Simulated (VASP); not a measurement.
Set up this calculation in VASP 6.6.1, as the native input.

| Quantity | Value |
| --- | --- |
| Task | single point |
| Functional | r2SCAN |
| Potentials or basis | VASP PAW PBE potentials, release 64 (Cd, Se) |
| Cutoff | 520 eV |
| k mesh | 6 × 6 × 4 |
| Occupations | gaussian, width 0.01 eV |
| Spin | no spin polarisation |
| Dipole correction | no |
| Further INCAR settings | ALGO = Normal; EDIFF = 1e-06; NBANDS = 26 |

Crystal: CdSe.

```xyz
4
Lattice="4.2969 0.0000 0.0000 -2.1484 3.7212 0.0000 0.0000 0.0000 7.0052" Properties=species:S:1:pos:R:3 pbc="T T T"
Cd    0.0000    2.4808   -0.0033
Cd    2.1484    1.2404    3.4992
Se    0.0000    2.4808    2.6303
Se    2.1484    1.2404    6.1328
```

This cell differs from its parent crystal: volume changed by -3%.

One way to write it, as run:

POSCAR

```
CdSe
1.0
    4.2968749743      0.0000000000      0.0000000000
   -2.1484374871      3.7212028846      0.0000000000
    0.0000000000      0.0000000000      7.0051598198
Cd Se
2 2
Direct
    0.3333333333      0.6666666667     -0.0004760038
    0.6666666667      0.3333333333      0.4995239962
    0.3333333333      0.6666666667      0.3754760038
    0.6666666667      0.3333333333      0.8754760038
```

INCAR.step1

```
ALGO = Normal ; EDIFF = 1E-4
ENCUT = 520 ; GGA = PE
ISMEAR = 0 ; LASPH = True
LCHARG = False ; LREAL = False
LWAVE = True ; NBANDS = 26
NELM = 80 ; PREC = Accurate
SIGMA = 0.01
```

INCAR.step2

```
ALGO = Normal ; EDIFF = 1E-6
ENCUT = 520 ; ISIF = 2
ISMEAR = 0 ; ISTART = 1
LASPH = True ; LCHARG = True
LELF = True ; LMIXTAU = True
LREAL = False ; LVHAR = True
LWAVE = False ; METAGGA = R2SCAN
NBANDS = 26 ; NELM = 80
PREC = Accurate ; SIGMA = 0.01
```

KPOINTS

```
k-points
0
Gamma
  6 6 4
```

Potentials or basis: VASP PAW PBE potentials, release 64 (Cd, Se).

The run is started by

```sh
$ cat potpaw_PBE.64/Cd/POTCAR potpaw_PBE.64/Se/POTCAR > POTCAR
$ cp INCAR.step1 INCAR
$ mpirun -np 1 vasp_std > vasp.out
$ cp INCAR.step2 INCAR
$ mpirun -np 1 vasp_std > vasp.out
```

It gave:

```
Pressure               : 2.0 GPa
Largest force          : 0.004 eV/Å
Band gap on the k mesh : 1.17 eV, direct
```

Caveat: the PAW data sets were made with another functional, which shifts forces and pressure a little.

Run time: 2.9 min on 1 thread of Intel(R) Xeon(R) Platinum 8559C (Emerald Rapids) (shared host), peak memory 0.26 GiB.
